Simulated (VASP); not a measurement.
Wanted: the native input for a VASP 6.6.1 run.

* Task: single point
* Functional: PBEsol
* Potentials or basis: VASP PAW PBE potentials, release 64 (In_d, Sb)
* Cutoff: 520 eV
* k mesh: 12 × 12 × 8
* Occupations: gaussian, width 0.1 eV
* Spin: no spin polarisation
* Dipole correction: no
* Further INCAR settings: ALGO = Fast; EDIFF = 1e-06; NBANDS = 40

The structure of In2Sb lies in POSCAR:

```
In2Sb
1.0
    5.3799042018      0.0000000000      0.0000000000
   -2.6899521009      4.6591337087      0.0000000000
    0.0000000000      0.0000000000      6.7225520000
In Sb
4 2
Direct
    0.6666666667      0.3333333333      0.2500000000
    0.3333333333      0.6666666667      0.7500000000
    0.0000000000      0.0000000000      0.5000000000
    0.0000000000      0.0000000000      0.0000000000
    0.6666666667      0.3333333333      0.7500000000
    0.3333333333      0.6666666667      0.2500000000
```

The input as run:

INCAR

```
PREC     = Accurate       # precision mode
ENCUT    = 520            # plane-wave cutoff, eV
EDIFF    = 1E-6           # SCF threshold, eV
ISMEAR   = 0              # smearing method
SIGMA    = 0.1            # smearing width, eV
LREAL    = F              # projectors in reciprocal space
LASPH    = T              # aspherical terms in the spheres
NELM     = 60             # most SCF steps
ALGO     = Fast           # electronic algorithm
ISIF     = 2              # what is computed and relaxed
LWAVE    = F              # write WAVECAR
LCHARG   = F              # write CHGCAR
GGA      = PS             # functional
NBANDS   = 40             # bands
```

KPOINTS

```
Automatic mesh
0
Gamma
  12 12 8
```

Potentials or basis: VASP PAW PBE potentials, release 64 (In_d, Sb).

Launch:

```bash
$ cat potpaw_PBE.64/In_d/POTCAR potpaw_PBE.64/Sb/POTCAR > POTCAR
$ mpirun -np 1 vasp_std > vasp.out
```

It gave:

```
Pressure               : -2.6 GPa
Band gap on the k mesh : zero (bands 31 and 32 overlap by 2.10 eV)
```

Caveat: the PAW data sets were made with another functional, which shifts forces and pressure a little; spin-orbit coupling is left out, which moves the levels of the heavy elements.

Run time: 5.5 min on 1 thread of Intel(R) Xeon(R) 6975P-C (Granite Rapids), with other jobs on the host, peak memory 0.61 GiB.
